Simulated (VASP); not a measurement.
# HfSi2O6 (I4/mmm) in VASP: notebook, part 3 of 3

VASP 6.6.1. Earlier steps stand in the parts before.

### 4 Relaxation of cell and atoms, PBE

File INCAR:

```
SYSTEM = HfSi2O6
PREC     = Accurate       ! precision mode
ENCUT    = 600            ! plane-wave cutoff, eV
EDIFF    = 1E-6           ! SCF threshold, eV
ISMEAR   = 0              ! smearing method
SIGMA    = 0.1            ! smearing width, eV
LREAL    = .FALSE.        ! projectors in reciprocal space
LASPH    = .TRUE.         ! aspherical terms in the spheres
NELM     = 100            ! most SCF steps
ALGO     = Normal         ! electronic algorithm
ISIF     = 3              ! what is computed and relaxed
LWAVE    = .FALSE.        ! write WAVECAR
LCHARG   = .FALSE.        ! write CHGCAR
GGA      = PE             ! functional
IBRION   = 2              ! ionic algorithm
NSW      = 90             ! ionic steps
EDIFFG   = -0.04          ! ionic threshold
```

File KPOINTS:

```
Automatic mesh
0
G
  6 6 6
  0 0 0
```

File POSCAR:

```
HfSi2O6
1.0
   -1.8323734500      1.8323734500      7.7741021300
    1.8323734500     -1.8323734500      7.7741021300
    1.8323734500      1.8323734500     -7.7741021300
Hf Si O
1 2 6
Direct
    0.5000000000      0.5000000000      0.0000000000
    0.8333333300      0.8333333300      0.0000000000
    0.1666666700      0.1666666700      0.0000000000
    0.4166666700      0.9166666700      0.5000000000
    0.0833333300      0.5833333300      0.5000000000
    0.7500000000      0.2500000000      0.5000000000
    0.5833333300      0.0833333300      0.5000000000
    0.2500000000      0.7500000000      0.5000000000
    0.9166666700      0.4166666700      0.5000000000
```

Potentials or basis: VASP PAW PBE potentials, release 64 (Hf_pv, Si, O).

Command:

```console
> cat potpaw_PBE.64/Hf_pv/POTCAR potpaw_PBE.64/Si/POTCAR potpaw_PBE.64/O/POTCAR > POTCAR
> mpirun -np 1 vasp_std > vasp.out
```

OUTCAR:

```text
SYSTEM = HfSi2O6
   PREC = Accurate
   ENCUT = 600
   EDIFF = 1E-6
   ISMEAR = 0
   LREAL = .FALSE.
   LASPH = .TRUE.
   NELM = 100
   ISIF = 3
   GGA = PE
   IBRION = 2
   NSW = 90
   EDIFFG = -0.04

 ion  position               nearest neighbor table
   1  0.500  0.500  0.000-   4 2.24   9 2.24   5 2.24   7 2.24   5 2.24   7 2.24   4 2.24   9 2.24

   2  0.833  0.833  0.000-   6 2.24   8 2.24   6 2.24   8 2.24   4 2.24   9 2.24   4 2.24   9 2.24

   3  0.167  0.167  0.000-   6 2.24   8 2.24   6 2.24   8 2.24   5 2.24   7 2.24   5 2.24   7 2.24

   4  0.417  0.917  0.500-   1 2.24   1 2.24   2 2.24   2 2.24
   5  0.083  0.583  0.500-   1 2.24   1 2.24   3 2.24   3 2.24
   6  0.750  0.250  0.500-   3 2.24   2 2.24   2 2.24   3 2.24
   7  0.583  0.083  0.500-   1 2.24   1 2.24   3 2.24   3 2.24
   8  0.250  0.750  0.500-   3 2.24   2 2.24   2 2.24   3 2.24
   9  0.917  0.417  0.500-   1 2.24   1 2.24   2 2.24   2 2.24

  LATTYP: Found a body centered tetragonal cell.
 ALAT       =     3.6647469000
 C/A-ratio  =     4.2426406746

  Lattice vectors:

 A1 = (  -1.8323734500,   1.8323734500,   7.7741021300)
 A2 = (   1.8323734500,  -1.8323734500,   7.7741021300)
 A3 = (   1.8323734500,   1.8323734500,  -7.7741021300)

Analysis of symmetry for initial positions (statically):
=====================================================================
 Subroutine PRICEL returns:
 Original cell was already a primitive cell.

 Routine SETGRP: Setting up the symmetry group for a
 body centered tetragonal supercell.

 Subroutine GETGRP returns: Found 16 space group operations
 (whereof 16 operations were pure point group operations)
 out of a pool of 16 trial point group operations.

The static configuration has the point symmetry D_4h.

Analysis of symmetry for dynamics (positions and initial velocities):
=====================================================================
 Subroutine PRICEL returns:
 Original cell was already a primitive cell.

 Routine SETGRP: Setting up the symmetry group for a
 body centered tetragonal supercell.

 Subroutine GETGRP returns: Found 16 space group operations
 (whereof 16 operations were pure point group operations)
 out of a pool of 16 trial point group operations.

The dynamic configuration has the point symmetry D_4h.

 Subroutine INISYM returns: Found 16 space group operations
 (whereof 16 operations are pure point group operations),
 and found     1 'primitive' translations

----------------------------------------------------------------------------------------

                                     Primitive cell

  volume of cell :     104.4091

  direct lattice vectors                    reciprocal lattice vectors
    -1.832373450  1.832373450  7.774102130     0.000000000  0.272870140  0.064316109
     1.832373450 -1.832373450  7.774102130     0.272870140  0.000000000  0.064316109
     1.832373450  1.832373450 -7.774102130     0.272870140  0.272870140  0.000000000

  length of vectors
     8.194623167  8.194623167  8.194623167     0.280347419  0.280347419  0.385896653

  position of ions in fractional coordinates (direct lattice)
     0.500000000  0.500000000  0.000000000
     0.833333330  0.833333330  0.000000000
     0.166666670  0.166666670  0.000000000
     0.416666670  0.916666670  0.500000000
     0.083333330  0.583333330  0.500000000
     0.750000000  0.250000000  0.500000000
[... 48 lines left out ...]
  0.166667  0.166667  0.000000      8.000000
  0.333333  0.166667  0.000000     16.000000
[... 16 lines left out ...]
 -0.333333 -0.333333  0.166667      8.000000
 -0.166667 -0.333333  0.166667      8.000000
 [... further k-points ...]
   k-points           NKPTS =     30   k-points in BZ     NKDIM =     30   number of bands    NBANDS=     32
   number of dos      NEDOS =    301   number of ions     NIONS =      9
   total plane-waves  NPLWV = 343000
   dimension x,y,z NGX =    70 NGY =   70 NGZ =   70
   dimension x,y,z NGXF=   140 NGYF=  140 NGZF=  140
   ions per type =               1   2   6
   NGX,Y,Z   is equivalent  to a cutoff of  14.20, 14.20, 14.20 a.u.
   NGXF,Y,Z  is equivalent  to a cutoff of  28.40, 28.40, 28.40 a.u.
 SYSTEM =  HfSi2O6
   PREC   = accura    normal or accurate (medium, high low for compatibility)
   ISTART =      0    job   : 0-new  1-cont  2-samecut
   ICHARG =      2    charge: 1-file 2-atom 10-const
   ISPIN  =      1    spin polarized calculation?
   LNONCOLLINEAR =      F non collinear calculations
   LSORBIT =      F    spin-orbit coupling
   LASPH  =      T    aspherical Exc in radial PAW
   ENCUT  =  600.0 eV  44.10 Ry    6.64 a.u.  16.37 16.37 16.37*2*pi/ulx,y,z
   NELM   =    100;   NELMIN=  2; NELMDL= -5     # of ELM steps
   EDIFF  = 0.1E-05   stopping-criterion for ELM
   LREAL  =      F    real-space projection
   EDIFFG = -.4E-01   stopping-criterion for IOM
   NSW    =     90    number of steps for IOM
   IBRION =      2    ionic relax: 0-MD 1-quasi-New 2-CG
   NFREE  =      1    steps in history (QN), initial steepest desc. (CG)
   ISIF   =      3    stress and relaxation
   ISYM   =      2    0-nonsym 1-usesym 2-fastsym
   POTIM  = 0.5000    time-step for ionic-motion
   TEBEG  =    0.0;   TEEND  =   0.0 temperature during run
   PSTRESS=    0.0 pullay stress
   NELECT =      54.0000    total number of electrons
   NUPDOWN=      -1.0000    fix difference up-down
   EMIN   =  10.00;   EMAX   =-10.00  energy-range for DOS
   EFERMI =   0.00;   METHOD = LEGACY
   ISMEAR =     0;   SIGMA  =   0.10  broadening in eV -4-tet -1-fermi 0-gaus
   EFERMI_NEDOS =   21; number of points for ismear=-14 and -15
   IALGO  =     38    algorithm
   IMIX   =      4    mixing-type and parameters
     AMIX     =   0.40;   BMIX     =  1.00
     AMIX_MAG =   1.60;   BMIX_MAG =  1.00
  volume/ion in A,a.u.               =      11.60        78.29
  Fermi-wavevector in a.u.,A,eV,Ry     =   1.314095  2.483279 23.495153  1.726845
  Thomas-Fermi vector in A             =   2.444372
   LORBIT       =      0    0 simple, 1 ext, 2 COOP (PROOUT), +10 PAW based schemes
   GGA     = PE    functional components
   LHFCALC =     F    Hartree Fock is set to
   AEXX    =    0.0000 exact exchange contribution
   IVDW    =     0    specifies the selected vdW correction
   LEPSILON=     F    determine dielectric tensor
   LRPA    =     F    only Hartree local field effects (RPA)
 conjugate gradient relaxation of ions
 non-spin polarized calculation
 Gauss-broadening in eV      SIGMA  =   0.10
  energy-cutoff  :      600.00
  volume of cell :      104.41
 maximum number of plane-waves:      3559
 NGX is ok and might be reduce to    70
   NGX = 33   NGY = 33   NGZ = 33

--------------------------------------- Ionic step        1  -------------------------------------------

 number of electron      54.0000000 magnetization

 Free energy of the ion-electron system (eV)
  ---------------------------------------------------
  ext. energy  EPLUGINS =         0.00000000
  ---------------------------------------------------
  free energy    TOTEN  =       -65.82295136 eV

  energy without entropy =      -65.82033372  energy(sigma->0) =      -65.82164254

------------------------ aborting loop because EDIFF is reached ----------------------------------------

  FORCE on cell =-STRESS in cart. coord.  units (eV):
  Direction    XX          YY          ZZ          XY          YZ          ZX
  --------------------------------------------------------------------------------------
  -------------------------------------------------------------------------------------
  Total      -20.6024282    -20.6024282    -21.6697513      0.0000000      0.0000000      0.0000000
  in kB     -316.1482470   -316.1482470   -332.5265257      0.0000000      0.0000000      0.0000000
  external PRESSURE =    -321.6076732 kB  Pullay stress =       0.0000000 kB
[... 331 lines left out ...]
--------------------------------------- Ionic step        9  -------------------------------------------

 number of electron      54.0000000 magnetization

 Free energy of the ion-electron system (eV)
  ---------------------------------------------------
  ext. energy  EPLUGINS =         0.00000000
  ---------------------------------------------------
  free energy    TOTEN  =       -69.01793846 eV

  energy without entropy =      -69.01793221  energy(sigma->0) =      -69.01793534

 E-fermi :   7.2840     XC(G=0): -12.0337

 val. band max:        7.0430900708   @ k =   0.5000   0.5000   0.0000
 cond. band min:       7.4961198504   @ k =   0.0000   0.0000   0.0000
 fundamental gap:      0.4530297796
 Fermi energy:         7.2840240823

 k-point     1 :       0.0000    0.0000    0.0000
  band No.  band energies     occupation
      1     -23.1077      2.00000
      2     -22.9196      2.00000
      3     -22.9196      2.00000
      4     -14.0825      2.00000
      5     -12.2354      2.00000
      6     -12.0466      2.00000
[... 829 lines left out ...]
     31      11.6186      0.00000
     32      13.2342      0.00000

 [... further k-points ...]
[... 5 lines left out ...]
  --------------------------------------------------------------------------------------
  -------------------------------------------------------------------------------------
  Total        0.0128008      0.0128008      0.2509116      0.0000000      0.0000000     -0.0000000
  in kB        0.2512351      0.2512351      4.9245153      0.0000000      0.0000000     -0.0000000
  external PRESSURE =       1.8089951 kB  Pullay stress =       0.0000000 kB
[... 24 lines left out ...]
  FREE ENERGIE OF THE ION-ELECTRON SYSTEM (eV)
  ---------------------------------------------------
  free  energy   TOTEN  =       -69.0179384589 eV

  energy  without entropy=      -69.0179322143  energy(sigma->0) =      -69.01793534

 reached required accuracy - stopping structural energy minimisation
```

Run time: 32 min. Hardware: 1 thread of Intel Xeon Platinum 8559C (Emerald Rapids), shared host; peak memory 0.85 GiB.

Results:

* Free energy: -69.0179 eV
* Relaxed volume: 9.07 Å³/atom
* Relaxed cell: a = 7.592 Å, b = 7.592 Å, c = 7.592 Å, α = 154.39°, β = 154.39°, γ = 36.53°
* Space group after relaxing (to 0.1 Å): I4/mmm (No. 139)
* Energy gained by relaxing: 355.0 meV/atom
* Ionic steps: 9
* Pressure after relaxing: 0.2 GPa
* Largest force after relaxing: 0.017 eV/Å
* Band gap on the k mesh: 0.45 eV (least direct gap 0.79 eV)

Forces on the atoms (eV/Å):
```
Hf   0.000  0.000  0.000
Si   0.000  0.000  0.017
Si   0.000  0.000 -0.017
O    0.000  0.000 -0.013
O    0.000  0.000  0.013
O    0.000  0.000  0.000
O    0.000  0.000  0.013
O    0.000  0.000  0.000
O    0.000  0.000 -0.013
```

The path:
```csv
step,energy change (eV),largest force (eV/Å),pressure (GPa),volume (Å³)
1,0.0000,0.9516,-32.16,104.41
2,-1.7549,2.8146,41.60,73.02
3,-2.7805,2.1334,1.34,82.81
4,-3.1354,1.2087,2.16,80.98
5,-3.1469,1.0778,1.82,81.26
6,-3.1797,0.5280,-1.38,82.09
7,-3.1948,0.0428,-0.32,81.79
8,-3.1948,0.0627,-0.27,81.78
9,-3.1950,0.0174,0.18,81.63
```

Final structure:
```xyz
9
Lattice="-1.6825 1.6825 7.2091 1.6825 -1.6825 7.2091 1.6825 1.6825 -7.2091" Properties=species:S:1:pos:R:3 pbc="T T T"
Hf    0.0000    0.0000    7.2091
Si    0.0000    0.0000   11.9626
Si    0.0000    0.0000    2.4557
O     1.6825    0.0000    5.8884
O     1.6825    0.0000    1.3207
O     0.0000    1.6825    3.6046
O     0.0000    1.6825    1.3207
O     1.6825    0.0000    3.6046
O     0.0000    1.6825    5.8884
```

Levels at points of the mesh, in eV from the valence-band top:
```
           k point  band 25  band 26  band 27  band 28  band 29  band 30
(0.00, 0.00, 0.00)    -1.47    -0.66    -0.66     0.45     2.05     4.02
(0.50, 0.00, 0.00)    -2.35    -1.78    -1.03     4.30     4.67     4.69
(0.50, 0.50, 0.00)    -0.21    -0.18     0.00     0.79     3.68     5.42
(0.50, 0.50, 0.50)    -0.85    -0.85    -0.03     1.38     2.14     3.72
```

Caveat: the volume moved by over 15 % at a fixed basis, so the end points are rough; semilocal functionals underestimate gaps, and a narrow one can read as zero; spin-orbit coupling is left out, which moves the levels of the heavy elements.

### 5 The runs side by side

| task | cell | cutoff (eV) | gap on the mesh (eV) | pressure (GPa) | largest force (eV/Å) |
| --- | --- | --- | --- | --- | --- |
| single point | a = 8.195 Å, angles 154.2, 154.2, 36.9°, 9 atoms, atomic positions A | 520 | none | -32.0 | 0.95 |
| single point | a = 7.617 Å, angles 154.4, 154.4, 36.5°, 9 atoms, atomic positions B | 520 | 0.40 | -1.4 | 0.17 |
| relaxation of cell and atoms | relaxed from a = 8.195 Å, angles 154.2, 154.2, 36.9°, 9 atoms, atomic positions A | 600 | 0.45 | 0.2 | 0.02 |

Alike in all rows: level PBE; potentials or basis VASP PAW PBE potentials, release 64 (Hf_pv, Si, O); no spin polarisation; k mesh 6 × 6 × 6; smearing gaussian 0.1 eV.

Caveats: spin-orbit coupling is left out, which moves the levels of the heavy elements; semilocal functionals underestimate gaps, and a narrow one can read as zero (at least some runs); the cell stands under tension (at least some runs); the volume moved by over 15 % at a fixed basis, so the end points are rough (at least some runs).

Total energies depend on the potentials used, so only differences within one code and one set of settings carry meaning.

The gap in the log of VASP goes by the Fermi energy; the results here count the filled bands.